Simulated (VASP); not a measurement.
# AgCl (R-3m) in VASP: a series of runs

Runs on AgCl. Level: PBE. Tasks: electric field gradients.

Program: VASP 6.6.1. These are calculated values, not measurements. Logs are shortened: lines on timing, memory, paths and dates and some standing lists are left out, and cuts for length are marked.

**1. The cell of the first run**

It takes space group R-3m (No. 166, trigonal). The conventional cell has a = 4.808 Å, b = 4.808 Å, c = 6.067 Å, α = 90.00°, β = 90.00°, γ = 120.00°. Ag (site symmetry -3m) has 8 Cl at 2.95 to 3.03 Å and 6 Ag at 3.43 Å within 3.9 Å. Within 3.9 Å of Cl (site symmetry -3m) lie 8 Ag at 2.95 to 3.03 Å and 6 Cl at 3.43 Å.

**2. Electric field gradients, PBE (equal xy, yz and zx shear strains of +2 %)**

INCAR

```
SYSTEM = AgCl
PREC     = Accurate       ! precision mode
ENCUT    = 520            ! plane-wave cutoff, eV
EDIFF    = 1E-8           ! SCF threshold, eV
ISMEAR   = -1             ! smearing method
SIGMA    = 0.01           ! smearing width, eV
LREAL    = .False.        ! projectors in reciprocal space
LASPH    = .True.         ! aspherical terms in the spheres
NELM     = 60             ! most SCF steps
ALGO     = Normal         ! electronic algorithm
ISIF     = 2              ! what is computed and relaxed
LWAVE    = .False.        ! write WAVECAR
LCHARG   = .False.        ! write CHGCAR
GGA      = PE             ! functional
LEFG     = .True.       
NBANDS   = 16             ! bands
```

KPOINTS

```
regular mesh
0
Gamma
  9 9 9
  0 0 0
```

POSCAR

```
AgCl
1.0
    3.4339730000      0.0343397300      0.0343397300
    0.0343397300      3.4339730000      0.0343397300
    0.0343397300      0.0343397300      3.4339730000
Ag Cl
1 1
Direct
    0.0000000000      0.0000000000      0.0000000000
    0.5000000000      0.5000000000      0.5000000000
```

Potentials or basis: VASP PAW PBE potentials, release 64 (Ag, Cl).

The run is started by

```console
$ cat potpaw_PBE.64/Ag/POTCAR potpaw_PBE.64/Cl/POTCAR > POTCAR
$ mpirun -np 1 vasp_std > vasp.out
```

OUTCAR:

```text
SYSTEM = AgCl
   PREC = Accurate
   ENCUT = 520
   EDIFF = 1E-8
   ISMEAR = -1
   LREAL = .False.
   LASPH = .True.
   NELM = 60
   ISIF = 2
   GGA = PE

 ion  position               nearest neighbor table
   1  0.000  0.000  0.000-   2 2.95   2 2.95   2 2.95   2 2.95   2 2.95   2 2.95   2 3.03   2 3.03

   2  0.500  0.500  0.500-   1 2.95   1 2.95   1 2.95   1 2.95   1 2.95   1 2.95   1 3.03   1 3.03

  LATTYP: Found a trigonal (rhomboedric) cell.
 ALAT       =     3.4343163801
 COS(alpha) =     0.0200959808

  Lattice vectors:

 A1 = (   3.4339730000,   0.0343397300,   0.0343397300)
 A2 = (   0.0343397300,   3.4339730000,   0.0343397300)
 A3 = (   0.0343397300,   0.0343397300,   3.4339730000)

Analysis of symmetry for initial positions (statically):
=====================================================================
 Subroutine PRICEL returns:
 Original cell was already a primitive cell.

 Routine SETGRP: Setting up the symmetry group for a
 trigonal (rhombohedral) supercell.

 Subroutine GETGRP returns: Found 12 space group operations
 (whereof 12 operations were pure point group operations)
 out of a pool of 12 trial point group operations.

The static configuration has the point symmetry D_3d.

Analysis of symmetry for dynamics (positions and initial velocities):
=====================================================================
 Subroutine PRICEL returns:
 Original cell was already a primitive cell.

 Routine SETGRP: Setting up the symmetry group for a
 trigonal (rhombohedral) supercell.

 Subroutine GETGRP returns: Found 12 space group operations
 (whereof 12 operations were pure point group operations)
 out of a pool of 12 trial point group operations.

The dynamic configuration has the point symmetry D_3d.

 Subroutine INISYM returns: Found 12 space group operations
 (whereof 12 operations are pure point group operations),
 and found     1 'primitive' translations

----------------------------------------------------------------------------------------

                                     Primitive cell

  volume of cell :      40.4819

  direct lattice vectors                    reciprocal lattice vectors
     3.433973000  0.034339730  0.034339730     0.291265557 -0.002883817 -0.002883817
     0.034339730  3.433973000  0.034339730    -0.002883817  0.291265557 -0.002883817
     0.034339730  0.034339730  3.433973000    -0.002883817 -0.002883817  0.291265557

  length of vectors
     3.434316380  3.434316380  3.434316380     0.291294108  0.291294108  0.291294108

  position of ions in fractional coordinates (direct lattice)
     0.000000000  0.000000000  0.000000000
     0.500000000  0.500000000  0.500000000

  ion indices of the primitive-cell ions
   primitive index   ion index
                 1           1
                 2           2

----------------------------------------------------------------------------------------

 KPOINTS: regular mesh

Automatic generation of k-mesh.
 Grid dimensions read from file:
 generate k-points for:    9    9    9

 Generating k-lattice:

  Cartesian coordinates                     Fractional coordinates (reciprocal lattice)
     0.032362840 -0.000320424 -0.000320424     0.111111111 -0.000000000  0.000000000
    -0.000320424  0.032362840 -0.000320424    -0.000000000  0.111111111  0.000000000
    -0.000320424 -0.000320424  0.032362840     0.000000000  0.000000000  0.111111111

  Length of vectors
     0.032366012  0.032366012  0.032366012

  Shift w.r.t. Gamma in fractional coordinates (k-lattice)
     0.000000000  0.000000000  0.000000000

 Subroutine IBZKPT returns following result:
 ===========================================

 Found     85 irreducible k-points:

 Following reciprocal coordinates:
            Coordinates               Weight
  0.000000  0.000000  0.000000      1.000000
  0.111111  0.000000  0.000000      6.000000
  0.222222 -0.000000  0.000000      6.000000
  0.333333  0.000000  0.000000      6.000000
  0.444444 -0.000000  0.000000      6.000000
  0.111111  0.111111  0.000000      6.000000
[... 16 lines left out ...]
 -0.333333  0.333333  0.000000      6.000000
  0.444444  0.444444  0.000000      6.000000
 [... further k-points ...]
   k-points           NKPTS =     85   k-points in BZ     NKDIM =     85   number of bands    NBANDS=     16
   number of dos      NEDOS =    301   number of ions     NIONS =      2
   total plane-waves  NPLWV =  21952
   dimension x,y,z NGX =    28 NGY =   28 NGZ =   28
   dimension x,y,z NGXF=    56 NGYF=   56 NGZF=   56
   ions per type =               1   1
   NGX,Y,Z   is equivalent  to a cutoff of  13.55, 13.55, 13.55 a.u.
   NGXF,Y,Z  is equivalent  to a cutoff of  27.11, 27.11, 27.11 a.u.
 SYSTEM =  AgCl
   PREC   = accura    normal or accurate (medium, high low for compatibility)
   ISTART =      0    job   : 0-new  1-cont  2-samecut
   ICHARG =      2    charge: 1-file 2-atom 10-const
   ISPIN  =      1    spin polarized calculation?
   LNONCOLLINEAR =      F non collinear calculations
   LSORBIT =      F    spin-orbit coupling
   LASPH  =      T    aspherical Exc in radial PAW
   ENCUT  =  520.0 eV  38.22 Ry    6.18 a.u.   6.39  6.39  6.39*2*pi/ulx,y,z
   NELM   =     60;   NELMIN=  2; NELMDL= -5     # of ELM steps
   EDIFF  = 0.1E-07   stopping-criterion for ELM
   LREAL  =      F    real-space projection
   EDIFFG = 0.1E-06   stopping-criterion for IOM
   NSW    =      0    number of steps for IOM
   IBRION =     -1    ionic relax: 0-MD 1-quasi-New 2-CG
   NFREE  =      0    steps in history (QN), initial steepest desc. (CG)
   ISIF   =      2    stress and relaxation
   ISYM   =      2    0-nonsym 1-usesym 2-fastsym
   POTIM  = 0.5000    time-step for ionic-motion
   TEBEG  =    0.0;   TEEND  =   0.0 temperature during run
   PSTRESS=    0.0 pullay stress
   NELECT =      18.0000    total number of electrons
   NUPDOWN=      -1.0000    fix difference up-down
   EMIN   =  10.00;   EMAX   =-10.00  energy-range for DOS
   EFERMI =   0.00;   METHOD = LEGACY
   ISMEAR =    -1;   SIGMA  =   0.01  broadening in eV -4-tet -1-fermi 0-gaus
   EFERMI_NEDOS =   21; number of points for ismear=-14 and -15
   IALGO  =     38    algorithm
   IMIX   =      4    mixing-type and parameters
     AMIX     =   0.40;   BMIX     =  1.00
     AMIX_MAG =   1.60;   BMIX_MAG =  1.00
  volume/ion in A,a.u.               =      20.24       136.59
  Fermi-wavevector in a.u.,A,eV,Ry     =   1.249526  2.361262 21.242981  1.561315
  Thomas-Fermi vector in A             =   2.383562
   LORBIT       =      0    0 simple, 1 ext, 2 COOP (PROOUT), +10 PAW based schemes
   GGA     = PE    functional components
   LHFCALC =     F    Hartree Fock is set to
   AEXX    =    0.0000 exact exchange contribution
   IVDW    =     0    specifies the selected vdW correction
   LEPSILON=     F    determine dielectric tensor
   LRPA    =     F    only Hartree local field effects (RPA)
 non-spin polarized calculation
  energy-cutoff  :      520.00
  volume of cell :       40.48
 maximum number of plane-waves:      1102
 NGX is ok and might be reduce to    28
   NGX = 13   NGY = 13   NGZ = 13

 number of electron      18.0000003 magnetization

 Free energy of the ion-electron system (eV)
  ---------------------------------------------------
  ext. energy  EPLUGINS =         0.00000000
  ---------------------------------------------------
  free energy    TOTEN  =        -5.12407299 eV

  energy without entropy =       -5.12407299  energy(sigma->0) =       -5.12407299

 E-fermi :   4.1288     XC(G=0): -10.3857

 val. band max:        3.9127323406   @ k =   0.4444  -0.0000   0.0000
 cond. band min:       4.4683415363   @ k =   0.0000   0.0000   0.0000
 fundamental gap:      0.5556091957
 Fermi energy:         4.1288116255

 k-point     1 :       0.0000    0.0000    0.0000
  band No.  band energies     occupation
      1     -10.6847      2.00000
      2       1.1742      2.00000
      3       1.1742      2.00000
      4       2.1000      2.00000
      5       2.1000      2.00000
      6       2.1269      2.00000
[... 8 lines left out ...]
     15      17.6775      0.00000
     16      20.2586      0.00000
[... 419 lines left out ...]
 k-point    24 :       0.4444    0.4444    0.0000
  band No.  band energies     occupation
      1      -9.9428      2.00000
      2       0.2065      2.00000
      3       0.3648      2.00000
      4       1.4502      2.00000
      5       1.7673      2.00000
      6       1.8318      2.00000
[... 8 lines left out ...]
     15      17.7361      0.00000
     16      19.8169      0.00000

 [... further k-points ...]

------------------------ aborting loop because EDIFF is reached ----------------------------------------

  FORCE on cell =-STRESS in cart. coord.  units (eV):
  Direction    XX          YY          ZZ          XY          YZ          ZX
  --------------------------------------------------------------------------------------
  -------------------------------------------------------------------------------------
  Total       -0.0537165     -0.0537165     -0.0537165      0.0609999      0.0609999      0.0609999
  in kB       -2.1259689     -2.1259689     -2.1259689      2.4142280      2.4142280      2.4142280
  external PRESSURE =      -2.1259689 kB  Pullay stress =       0.0000000 kB

 VOLUME and BASIS-vectors are now :
 -----------------------------------------------------------------------------
  energy-cutoff  :      520.00
  volume of cell :       40.48
      direct lattice vectors                 reciprocal lattice vectors
     3.433973000  0.034339730  0.034339730     0.291265557 -0.002883817 -0.002883817
     0.034339730  3.433973000  0.034339730    -0.002883817  0.291265557 -0.002883817
     0.034339730  0.034339730  3.433973000    -0.002883817 -0.002883817  0.291265557

 POSITION                                       TOTAL-FORCE (eV/Angst)
 -----------------------------------------------------------------------------------
      0.00000      0.00000      0.00000         0.000000     -0.000000      0.000000
      1.75133      1.75133      1.75133        -0.000000      0.000000      0.000000
 -----------------------------------------------------------------------------------
    total drift:                                0.000000      0.000000      0.000000

  FREE ENERGIE OF THE ION-ELECTRON SYSTEM (eV)
  ---------------------------------------------------
  free  energy   TOTEN  =        -5.1240729862 eV

  energy  without entropy=       -5.1240729862  energy(sigma->0) =       -5.12407299

 Electric field gradients (V/A^2)
---------------------------------------------------------------------
 ion       V_xx      V_yy      V_zz      V_xy      V_xz      V_yz
---------------------------------------------------------------------
   1       0.000     0.000     0.000     4.078     4.078     4.078
   2      -0.000     0.000     0.000    -6.526    -6.526    -6.526
---------------------------------------------------------------------

 Electric field gradients after diagonalization (V/A^2)
 (convention: |V_zz| > |V_xx| > |V_yy|)
----------------------------------------------------------------------
 ion       V_xx      V_yy      V_zz     asymmetry (V_yy - V_xx)/ V_zz
----------------------------------------------------------------------
   1      -4.078    -4.078     8.156       0.000
   2       6.526     6.526   -13.053       0.000
----------------------------------------------------------------------

           NMR quadrupolar parameters

 Cq : quadrupolar parameter    Cq=e*Q*V_zz/h
 eta: asymmetry parameters     (V_yy - V_xx)/ V_zz
 Q  : nuclear electric quadrupole moment in mb (millibarn)
----------------------------------------------------------------------
 ion       Cq(MHz)       eta       Q (mb)
----------------------------------------------------------------------
   1       0.020       0.000       1.000
   2      -0.032       0.000       1.000
----------------------------------------------------------------------
```

It took 39 s on 1 thread of AMD EPYC 7R13 (Zen 3), shared host; peak memory 0.16 GiB.

What came out:

```
Free energy                             : -5.1241 eV
Pressure                                : -0.2 GPa
Band gap on the k mesh                  : 0.56 eV (least direct gap 2.00 eV)
Largest electric field gradient by atom : Ag +8.2; Cl -13.1 V/Å²
```

Stress tensor (GPa, compression positive):
```
-0.21  0.24  0.24
 0.24 -0.21  0.24
 0.24  0.24 -0.21
```

Electric field gradients, principal values (V/Å²):
| atom | least | middle | greatest (by size) |
| --- | --- | --- | --- |
| 1 Ag | -4.078 | -4.078 | 8.156 |
| 2 Cl | 6.526 | 6.526 | -13.053 |

Caveat: the cell differs from its parent crystal (equal xy, yz and zx shear strains of +2 %); semilocal functionals underestimate gaps, and a narrow one can read as zero; without QUAD_EFG the Cq values of the log hold for a quadrupole moment of 1 mb, not for the nuclei. A k mesh can miss the band edges.

**3. Electric field gradients, PBE (equal xy, yz and zx shear strains of -2 %)**

INCAR

```
  PREC = Accurate
  ENCUT = 520
  EDIFF = 1E-8
  ISMEAR = -1
  SIGMA = 0.01
  LREAL = False
  LASPH = True
  NELM = 60
  ALGO = Normal
  ISIF = 2
  LWAVE = False
  LCHARG = False
  GGA = PE
  LEFG = True
  NBANDS = 16
```

KPOINTS

```
Automatic mesh
0
Gamma
  9 9 9
```

POSCAR

```
AgCl
1.0
    3.4339730000     -0.0343397300     -0.0343397300
   -0.0343397300      3.4339730000     -0.0343397300
   -0.0343397300     -0.0343397300      3.4339730000
Ag Cl
1 1
Direct
    0.0000000000      0.0000000000      0.0000000000
    0.5000000000      0.5000000000      0.5000000000
```

Potentials or basis: VASP PAW PBE potentials, release 64 (Ag, Cl).

The run is started by

```console
$ cat potpaw_PBE.64/Ag/POTCAR potpaw_PBE.64/Cl/POTCAR > POTCAR
$ mpirun -np 1 vasp_std > vasp.out
```

OUTCAR:

```text
PREC = Accurate
   ENCUT = 520
   EDIFF = 1E-8
   ISMEAR = -1
   LREAL = False
   LASPH = True
   NELM = 60
   ISIF = 2
   GGA = PE

 ion  position               nearest neighbor table
   1  0.000  0.000  0.000-   2 2.91   2 2.91   2 2.99   2 2.99   2 2.99   2 2.99   2 2.99   2 2.99

   2  0.500  0.500  0.500-   1 2.91   1 2.91   1 2.99   1 2.99   1 2.99   1 2.99   1 2.99   1 2.99

  LATTYP: Found a trigonal (rhomboedric) cell.
 ALAT       =     3.4343163801
 COS(alpha) =    -0.0198960208

  Lattice vectors:

 A1 = (   3.4339730000,  -0.0343397300,  -0.0343397300)
[... 670 lines left out ...]
  free  energy   TOTEN  =        -5.1240935614 eV

  energy  without entropy=       -5.1240935614  energy(sigma->0) =       -5.12409356

 Electric field gradients (V/A^2)
---------------------------------------------------------------------
 ion       V_xx      V_yy      V_zz      V_xy      V_xz      V_yz
---------------------------------------------------------------------
   1      -0.000    -0.000     0.000    -4.530    -4.530    -4.530
   2       0.000     0.000     0.000     7.120     7.120     7.120
---------------------------------------------------------------------

 Electric field gradients after diagonalization (V/A^2)
 (convention: |V_zz| > |V_xx| > |V_yy|)
----------------------------------------------------------------------
 ion       V_xx      V_yy      V_zz     asymmetry (V_yy - V_xx)/ V_zz
----------------------------------------------------------------------
   1       4.530     4.530    -9.060       0.000
   2      -7.120    -7.120    14.239       0.000
----------------------------------------------------------------------

           NMR quadrupolar parameters

 Cq : quadrupolar parameter    Cq=e*Q*V_zz/h
 eta: asymmetry parameters     (V_yy - V_xx)/ V_zz
 Q  : nuclear electric quadrupole moment in mb (millibarn)
----------------------------------------------------------------------
 ion       Cq(MHz)       eta       Q (mb)
----------------------------------------------------------------------
   1      -0.022       0.000       1.000
   2       0.034       0.000       1.000
----------------------------------------------------------------------
```

Run time: 42 s. Hardware: 1 thread of AMD EPYC 7R13 (Zen 3), shared host; peak memory 0.16 GiB.

Results:

| Item | Value |
| --- | --- |
| Free energy | -5.1241 eV |
| Pressure | -0.2 GPa |
| Band gap on the k mesh | 0.55 eV (least direct gap 2.04 eV) |
| Largest electric field gradient by atom | Ag -9.1; Cl +14.2 V/Å² |

Electric field gradients, principal values (V/Å²):
```
atom   least  middle  greatest (by size)
1 Ag   4.530   4.530              -9.060
2 Cl  -7.120  -7.120              14.239
```

Caveat: the cell differs from its parent crystal (equal xy, yz and zx shear strains of -2 %); semilocal functionals underestimate gaps, and a narrow one can read as zero; without QUAD_EFG the Cq values of the log hold for a quadrupole moment of 1 mb, not for the nuclei. A k mesh can miss the band edges.
